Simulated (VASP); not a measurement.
# Si47C48 (a cell with a defect) in VASP: single point with PBEsol

Aim: the single point of Si47C48 (a cell with a defect) with PBEsol.

Program: VASP 6.6.1. These are calculated values, not measurements. Logs are shortened: lines on timing, memory, paths and dates and some standing lists are left out, and cuts for length are marked.

### Step 1. The cell of the first run

The cell holds a defect, 95 atoms: a = 9.234 Å, b = 10.663 Å, c = 10.076 Å, α = 90.00°, β = 90.00°, γ = 90.00°.

### Step 2. Single point, PBEsol

INCAR reads:

```
SYSTEM = Si47C48
  PREC = Accurate
  ENCUT = 520
  EDIFF = 1E-6
  ISMEAR = -1
  SIGMA = 0.05
  LREAL = Auto
  LASPH = .True.
  NELM = 120
  ALGO = Normal
  ISIF = 2
  LWAVE = .False.
  LCHARG = .False.
  GGA = PS
  NELECT = 384.0
  ISYM = -1
  NBANDS = 243
  GGA_COMPAT = .False.
```

KPOINTS reads:

```
explicit points
1
Reciprocal
  0.25000000   0.25000000   0.25000000 1
```

POSCAR reads:

```
Si47C48
1.0
    9.2342040000      0.0000000000      0.0000000000
    0.0000000000     10.6627400000      0.0000000000
    0.0000000000      0.0000000000     10.0759470000
Si C
47 48
Direct
    0.9984940000      0.0003290000      0.5001520000
    0.3333890000      0.9999170000      0.4989950000
    0.1670820000      0.2546390000      0.4975300000
    0.0068250000      0.4974750000      0.4977550000
    0.6683960000      0.0004330000      0.5002600000
    0.4994680000      0.2546680000      0.4977450000
    0.1715420000      0.7474980000      0.4976350000
    0.8333100000      0.2530350000      0.4993160000
    0.6602580000      0.4976920000      0.4978630000
    0.4958160000      0.7478630000      0.4976440000
    0.8336760000      0.7474370000      0.4988680000
    0.0007770000      0.1682360000      0.2528440000
    0.3331010000      0.1672400000      0.2507850000
    0.1675430000      0.4170920000      0.2550490000
    0.0010410000      0.6658990000      0.2504370000
    0.6656480000      0.1684720000      0.2529380000
    0.4986460000      0.4172530000      0.2550340000
    0.3334290000      0.6660460000      0.2546680000
    0.1668130000      0.9152180000      0.2524960000
    0.8328290000      0.4185270000      0.2542660000
    0.6656720000      0.6661270000      0.2504950000
    0.4997920000      0.9153700000      0.2524700000
    0.8332810000      0.9164650000      0.2509730000
    0.1667250000      0.0842730000      0.7491240000
    0.0011890000      0.3344770000      0.7492650000
    0.4998000000      0.0842930000      0.7491850000
    0.3332340000      0.3380930000      0.7473840000
    0.1712040000      0.5810720000      0.7476170000
    0.0007310000      0.8324700000      0.7491680000
    0.8332780000      0.0843550000      0.7503390000
    0.6652370000      0.3345190000      0.7493820000
    0.4954260000      0.5811520000      0.7477070000
    0.3333350000      0.8321190000      0.7490500000
    0.8333370000      0.5819150000      0.7483960000
    0.6660080000      0.8325430000      0.7493010000
    0.9999970000      0.9999740000      0.0008280000
    0.3332360000      0.9990280000      0.0006580000
    0.1677760000      0.2497340000      0.0009570000
    0.0001330000      0.5014530000      0.0010210000
    0.6665940000      0.0000570000      0.0008830000
    0.4984930000      0.2497640000      0.0009870000
    0.3331760000      0.5002760000      0.9974760000
    0.1656320000      0.7490680000      0.0007510000
    0.8332270000      0.2515930000      0.0015090000
    0.6662180000      0.5014970000      0.0009790000
    0.5009110000      0.7492420000      0.0007580000
    0.8333110000      0.7494820000      0.0001390000
    0.0000310000      0.0004480000      0.1882130000
    0.3332910000      0.9991990000      0.1881600000
    0.1668970000      0.2491340000      0.1865250000
    0.9992770000      0.5003540000      0.1866270000
    0.6666330000      0.0006230000      0.1882820000
    0.4993910000      0.2491930000      0.1866630000
    0.3332410000      0.5003010000      0.1845830000
    0.1658900000      0.7502900000      0.1863670000
    0.8332000000      0.2510040000      0.1889700000
    0.6670390000      0.5006080000      0.1867270000
    0.5009700000      0.7504370000      0.1863590000
    0.8334210000      0.7502210000      0.1874860000
    0.9991380000      0.9999010000      0.6883410000
    0.3332230000      0.9998290000      0.6875190000
    0.1664840000      0.2497490000      0.6873130000
    0.0005900000      0.5003960000      0.6873610000
    0.6672790000      0.9999540000      0.6884190000
    0.4998530000      0.2497930000      0.6874050000
    0.3333080000      0.5001570000      0.7023120000
    0.1665010000      0.7501680000      0.6871330000
    0.8331460000      0.2507050000      0.6882500000
    0.6660050000      0.5003820000      0.6875130000
    0.5001590000      0.7503210000      0.6872160000
    0.8333080000      0.7496280000      0.6871240000
    0.9980190000      0.1646480000      0.4400500000
    0.3332330000      0.1656950000      0.4382420000
    0.1524960000      0.4081190000      0.4310500000
    0.0008090000      0.6666330000      0.4379590000
    0.6684310000      0.1649690000      0.4402930000
    0.5143260000      0.4083090000      0.4311020000
    0.3338000000      0.6837540000      0.4307840000
    0.1637120000      0.9185570000      0.4399460000
    0.8329440000      0.4207580000      0.4415620000
    0.6664120000      0.6669880000      0.4380390000
    0.5030930000      0.9189310000      0.4398980000
    0.8333630000      0.9144910000      0.4387720000
    0.1665120000      0.0824740000      0.9377790000
    0.0002710000      0.3336220000      0.9383990000
    0.5000490000      0.0825240000      0.9378230000
    0.3331840000      0.3307240000      0.9385830000
    0.1640040000      0.5847640000      0.9386150000
    0.9992680000      0.8338470000      0.9376040000
    0.8333120000      0.0842790000      0.9390420000
    0.6660730000      0.3336440000      0.9385290000
    0.5023300000      0.5849310000      0.9385680000
    0.3332660000      0.8328230000      0.9379580000
    0.8331290000      0.5835040000      0.9368510000
    0.6673900000      0.8339660000      0.9376590000
```

Potentials or basis: VASP PAW PBE potentials, release 64 (Si, C).

Launch:

```bash
cat potpaw_PBE.64/Si/POTCAR potpaw_PBE.64/C/POTCAR > POTCAR
mpirun -np 1 vasp_std > vasp.out
```

OUTCAR:

```text
SYSTEM = Si47C48
   PREC = Accurate
   ENCUT = 520
   EDIFF = 1E-6
   ISMEAR = -1
   LREAL = Auto
   LASPH = .True.
   NELM = 120
   ISIF = 2
   GGA = PS
   NELECT = 384.0
   ISYM = -1

 ion  position               nearest neighbor table
   1  0.998  0.000  0.500-  72 1.85  79 1.86  83 1.88  60 1.90   5 3.05  12 3.07  23 3.07  19 3.08
                            30 3.08  29 3.08  24 3.08   2 3.09   8 3.10  11 3.10   3 3.13   7 3.13
   2  0.333  1.000  0.499-  73 1.87  82 1.89  79 1.89  61 1.90  22 3.06  19 3.06  13 3.07  10 3.08
                             7 3.08  26 3.09  24 3.09  33 3.09   1 3.09   5 3.09   6 3.12   3 3.12
   3  0.167  0.255  0.498-  74 1.77  73 1.90  62 1.91  72 1.92   4 2.98  14 2.99  12 3.05  13 3.07
                             6 3.07  27 3.08   8 3.08  25 3.08  24 3.12   2 3.12   1 3.13
   4  0.007  0.497  0.498-  74 1.78  80 1.89  75 1.90  63 1.91   3 2.98  14 2.99  20 3.05   8 3.06
                             7 3.07  28 3.07  15 3.07  25 3.07  11 3.11  34 3.12
   5  0.668  0.000  0.500-  76 1.86  82 1.86  83 1.88  64 1.90   1 3.05  16 3.07  23 3.07  30 3.08
                            22 3.08  35 3.08  26 3.08   2 3.09   8 3.09  11 3.10   6 3.13  10 3.13
   6  0.499  0.255  0.498-  77 1.78  73 1.90  65 1.91  76 1.92   9 2.99  17 3.00  16 3.05   3 3.07
                            13 3.07  27 3.08  31 3.08   8 3.08  26 3.12   2 3.12   5 3.13
   7  0.172  0.747  0.498-  78 1.78  75 1.89  67 1.91  79 1.92  10 2.99  18 3.00  19 3.05   4 3.07
                            15 3.07  33 3.08   2 3.08  28 3.08  29 3.12  11 3.12   1 3.13
   8  0.833  0.253  0.499-  80 1.88  76 1.89  72 1.89  68 1.90  20 3.03   9 3.06   4 3.06  16 3.06
                            12 3.06  25 3.08   3 3.08   6 3.08  31 3.08   5 3.09   1 3.10  30 3.10
   9  0.660  0.498  0.498-  77 1.78  80 1.88  81 1.90  69 1.91   6 2.99  17 2.99  20 3.05   8 3.06
                            10 3.07  21 3.07  32 3.07  31 3.07  11 3.11  34 3.12
  10  0.496  0.748  0.498-  78 1.78  81 1.89  70 1.91  82 1.92   7 2.99  18 3.00  22 3.05  21 3.07
                             9 3.07   2 3.08  33 3.08  32 3.08  35 3.12  11 3.12   5 3.13
  11  0.834  0.747  0.499-  81 1.87  75 1.87  83 1.88  71 1.90  15 3.07  21 3.07  34 3.07  23 3.08
                            29 3.09   1 3.10  35 3.10   5 3.10   9 3.11   4 3.11  10 3.12   7 3.12
  12  0.001  0.168  0.253-  50 1.88  72 1.89  56 1.89  48 1.90   3 3.05   8 3.06  14 3.07   1 3.07
                            13 3.07  20 3.09  38 3.09  16 3.09  44 3.10  23 3.10  19 3.10  36 3.11
  13  0.333  0.167  0.251-  50 1.88  53 1.88  73 1.89  49 1.90   3 3.07  12 3.07   6 3.07  16 3.07
                            14 3.07   2 3.07  38 3.07  41 3.07  17 3.07  37 3.09  19 3.10  22 3.10
  14  0.168  0.417  0.255-  74 1.78  54 1.91  51 1.92  50 1.92   4 2.99   3 2.99  17 3.06  18 3.06
                            15 3.07  12 3.07  13 3.07  20 3.09  38 3.12  39 3.12  42 3.14
  15  0.001  0.666  0.250-  51 1.88  55 1.88  75 1.89  59 1.90  20 3.06  39 3.06  14 3.07  11 3.07
                            19 3.07  18 3.07  43 3.07   4 3.07   7 3.07  23 3.09  47 3.09  21 3.10
  16  0.666  0.168  0.253-  53 1.88  76 1.89  56 1.89  52 1.90   6 3.05   8 3.06  17 3.07   5 3.07
                            13 3.07  20 3.08  12 3.09  41 3.09  44 3.10  23 3.10  22 3.10  40 3.11
  17  0.499  0.417  0.255-  77 1.78  54 1.90  57 1.92  53 1.92   9 2.99   6 3.00  14 3.06  18 3.06
                            16 3.07  21 3.07  13 3.07  20 3.09  41 3.12  45 3.12  42 3.14
  18  0.333  0.666  0.255-  78 1.78  54 1.90  55 1.92  58 1.92   7 3.00  10 3.00  17 3.06  14 3.06
[... 93 lines left out ...]
  82  0.503  0.919  0.440-   5 1.86   2 1.89  22 1.89  10 1.92
  83  0.833  0.914  0.439-  11 1.88   5 1.88   1 1.88  23 1.89
  84  0.167  0.082  0.938-  36 1.88  37 1.89  38 1.89  24 1.90
[... 9 lines left out ...]
  94  0.833  0.584  0.937-  47 1.88  45 1.89  39 1.89  34 1.90
  95  0.667  0.834  0.938-  40 1.88  47 1.89  46 1.89  35 1.90

IMPORTANT INFORMATION: All symmetrisations will be switched off!
NOSYMM: (Re-)initialisation of all symmetry stuff for point group C_1.

----------------------------------------------------------------------------------------

                                     Primitive cell

  volume of cell :     992.0971

  direct lattice vectors                    reciprocal lattice vectors
     9.234204000  0.000000000  0.000000000     0.108293037  0.000000000  0.000000000
[... 230 lines left out ...]
   EDIFF  = 0.1E-05   stopping-criterion for ELM
   LREAL  =      T    real-space projection
   EDIFFG = 0.1E-04   stopping-criterion for IOM
   NSW    =      0    number of steps for IOM
   IBRION =     -1    ionic relax: 0-MD 1-quasi-New 2-CG
   NFREE  =      0    steps in history (QN), initial steepest desc. (CG)
   ISIF   =      2    stress and relaxation
   ISYM   =     -1    0-nonsym 1-usesym 2-fastsym
   POTIM  = 0.5000    time-step for ionic-motion
   TEBEG  =    0.0;   TEEND  =   0.0 temperature during run
   PSTRESS=    0.0 pullay stress
   NELECT =     384.0000    total number of electrons
   NUPDOWN=      -1.0000    fix difference up-down
   EMIN   =  10.00;   EMAX   =-10.00  energy-range for DOS
   EFERMI =   0.00;   METHOD = LEGACY
   ISMEAR =    -1;   SIGMA  =   0.05  broadening in eV -4-tet -1-fermi 0-gaus
   EFERMI_NEDOS =   21; number of points for ismear=-14 and -15
   IALGO  =     38    algorithm
   IMIX   =      4    mixing-type and parameters
     AMIX     =   0.40;   BMIX     =  1.00
     AMIX_MAG =   1.60;   BMIX_MAG =  1.00
  volume/ion in A,a.u.               =      10.44        70.47
  Fermi-wavevector in a.u.,A,eV,Ry     =   1.193073  2.254582 19.366863  1.423424
  Thomas-Fermi vector in A             =   2.329097
   LORBIT       =      0    0 simple, 1 ext, 2 COOP (PROOUT), +10 PAW based schemes
   GGA     = PS    functional components
   LHFCALC =     F    Hartree Fock is set to
   AEXX    =    0.0000 exact exchange contribution
   IVDW    =     0    specifies the selected vdW correction
   LEPSILON=     F    determine dielectric tensor
   LRPA    =     F    only Hartree local field effects (RPA)
 non-spin polarized calculation
  energy-cutoff  :      520.00
  volume of cell :      992.10
 maximum number of plane-waves:     26706
 NGX is ok and might be reduce to    70
   NGX = 35   NGY = 39   NGZ = 37

 number of electron     384.0000012 magnetization

 Free energy of the ion-electron system (eV)
  ---------------------------------------------------
  ext. energy  EPLUGINS =         0.00000000
  ---------------------------------------------------
  free energy    TOTEN  =      -714.50172343 eV

  energy without entropy =     -714.50161943  energy(sigma->0) =     -714.50167143

 E-fermi :   9.8868     XC(G=0): -11.4831

 val. band max:        9.3884755256   @ k =   0.2500   0.2500   0.2500
 cond. band min:      10.3850350661   @ k =   0.2500   0.2500   0.2500
 fundamental gap:      0.9965595405
 Fermi energy:         9.8867916734

 k-point     1 :       0.2500    0.2500    0.2500
  band No.  band energies     occupation
      1      -7.4643      2.00000
      2      -6.9031      2.00000
      3      -6.8245      2.00000
      4      -6.7180      2.00000
      5      -6.2541      2.00000
      6      -6.1788      2.00000
[... 196 lines left out ...]
    203      11.5664      0.00000
    204      11.6204      0.00000
 [bands above 204 left out]

------------------------ aborting loop because EDIFF is reached ----------------------------------------

  FORCE on cell =-STRESS in cart. coord.  units (eV):
  Direction    XX          YY          ZZ          XY          YZ          ZX
  --------------------------------------------------------------------------------------
  -------------------------------------------------------------------------------------
  Total       50.6347077     53.0255393     50.0822885      2.3182255      0.0426371      1.7330529
  in kB       81.7720210     85.6330708     80.8798970      3.7437954      0.0688563      2.7987767
  external PRESSURE =      82.7616629 kB  Pullay stress =       0.0000000 kB

 VOLUME and BASIS-vectors are now :
 -----------------------------------------------------------------------------
  energy-cutoff  :      520.00
  volume of cell :      992.10
      direct lattice vectors                 reciprocal lattice vectors
     9.234204000  0.000000000  0.000000000     0.108293037  0.000000000  0.000000000
     0.000000000 10.662740000  0.000000000     0.000000000  0.093784524  0.000000000
     0.000000000  0.000000000 10.075947000     0.000000000  0.000000000  0.099246254

 POSITION                                       TOTAL-FORCE (eV/Angst)
 -----------------------------------------------------------------------------------
      9.22030      0.00351      5.03951        -0.003017     -0.002905     -0.003053
      3.07858     10.66185      5.02785        -0.002210      0.000327     -0.000121
      1.54287      2.71515      5.01309         0.000208     -0.010650      0.005358
      0.06302      5.30445      5.01535        -0.006176      0.009016      0.007269
      6.17211      0.00462      5.04059        -0.002229      0.000754     -0.000577
      4.61219      2.71546      5.01525         0.000834     -0.011080     -0.001125
[... 87 lines left out ...]
      7.69328      6.22175      9.43966        -0.003365     -0.004766     -0.002278
      6.16282      8.89236      9.44780         0.001964      0.000149     -0.002777
 -----------------------------------------------------------------------------------
    total drift:                               -0.007527     -0.021462     -0.007793

  FREE ENERGIE OF THE ION-ELECTRON SYSTEM (eV)
  ---------------------------------------------------
  free  energy   TOTEN  =      -714.5017234292 eV

  energy  without entropy=     -714.5016194311  energy(sigma->0) =     -714.50167143
```

Wall time 8.2 min (1 thread of Intel Xeon Platinum 8259CL at 2.50GHz (Skylake/Cascade Lake), shared host); peak memory 0.89 GiB.

What came out:

```
Free energy   : -714.5017 eV
Largest force : 0.029 eV/Å
```

Forces in eV/Å, atoms in the order of the input:
```
Si  -0.003 -0.003 -0.003
Si  -0.002  0.000  0.000
Si   0.000 -0.011  0.005
Si  -0.006  0.009  0.007
Si  -0.002  0.001 -0.001
Si   0.001 -0.011 -0.001
Si  -0.006  0.004  0.005
Si   0.000  0.001 -0.001
Si   0.013  0.004  0.004
Si   0.006  0.000  0.007
Si  -0.001  0.001  0.005
Si  -0.006 -0.005 -0.001
Si   0.005 -0.004 -0.003
Si   0.003 -0.001 -0.009
Si   0.008  0.000 -0.002
Si   0.004 -0.006 -0.003
Si   0.008 -0.005 -0.015
Si  -0.003 -0.005 -0.008
Si   0.002 -0.001  0.000
Si   0.003  0.001 -0.003
Si  -0.003  0.002  0.001
Si  -0.004 -0.001  0.001
Si   0.007  0.004 -0.005
Si  -0.001  0.001  0.004
Si   0.003 -0.002  0.004
Si   0.000  0.003  0.000
Si  -0.001 -0.013  0.007
Si  -0.012  0.005  0.002
Si  -0.006  0.002  0.002
Si   0.002 -0.002  0.005
Si   0.001 -0.009  0.004
Si   0.003  0.008  0.003
Si   0.004  0.000  0.006
Si   0.005  0.007  0.004
Si   0.000 -0.002  0.000
Si   0.000  0.001  0.006
Si  -0.002 -0.003  0.007
Si  -0.002  0.001  0.000
Si   0.002  0.000  0.006
Si   0.002  0.002  0.006
Si   0.000  0.000  0.003
Si  -0.002  0.004  0.003
Si  -0.003  0.000  0.003
Si  -0.002  0.001  0.008
Si   0.003  0.000  0.003
Si   0.003  0.001  0.003
Si  -0.001  0.002  0.004
C   -0.001  0.000  0.002
C    0.001  0.006  0.000
C   -0.002  0.007  0.004
C    0.003 -0.004 -0.003
C   -0.001  0.003 -0.003
C    0.000  0.010  0.001
C   -0.004  0.002  0.003
C    0.001 -0.001  0.005
C    0.001 -0.001 -0.004
C   -0.008 -0.008  0.005
C   -0.005 -0.002  0.001
C    0.004  0.001  0.002
C   -0.002 -0.002 -0.003
C    0.003  0.000  0.000
C    0.003  0.000 -0.003
C    0.001  0.012 -0.007
C   -0.004  0.001 -0.001
C   -0.005 -0.004 -0.006
C    0.002  0.003 -0.028
C   -0.007 -0.007 -0.003
C    0.000  0.002 -0.005
C   -0.003  0.008 -0.005
C    0.004 -0.004 -0.004
C    0.002 -0.002  0.000
C    0.003  0.007 -0.006
C   -0.002 -0.003  0.003
C    0.008  0.006  0.002
C    0.001  0.001  0.006
C   -0.005  0.009 -0.007
C   -0.023  0.014  0.006
C   -0.001 -0.014 -0.002
C   -0.002  0.000  0.009
C    0.003 -0.002  0.002
C    0.004 -0.005  0.002
C    0.008 -0.002 -0.003
C   -0.001  0.003  0.002
C    0.006  0.003 -0.002
C    0.000 -0.002 -0.003
C    0.003  0.000 -0.001
C   -0.007  0.004 -0.011
C    0.001  0.000 -0.006
C    0.002 -0.008 -0.002
C   -0.003 -0.003 -0.001
C    0.001  0.001  0.000
C    0.003 -0.002 -0.006
C   -0.003  0.000 -0.002
C   -0.003 -0.005 -0.002
C    0.002  0.000 -0.003
```

Caveat: the cell carries a net charge on a neutralising background, which shifts energy and pressure; the cell is charged against a uniform background, so pressure and absolute levels hang on convention; the PAW data sets were made with another functional, which shifts forces and pressure a little.
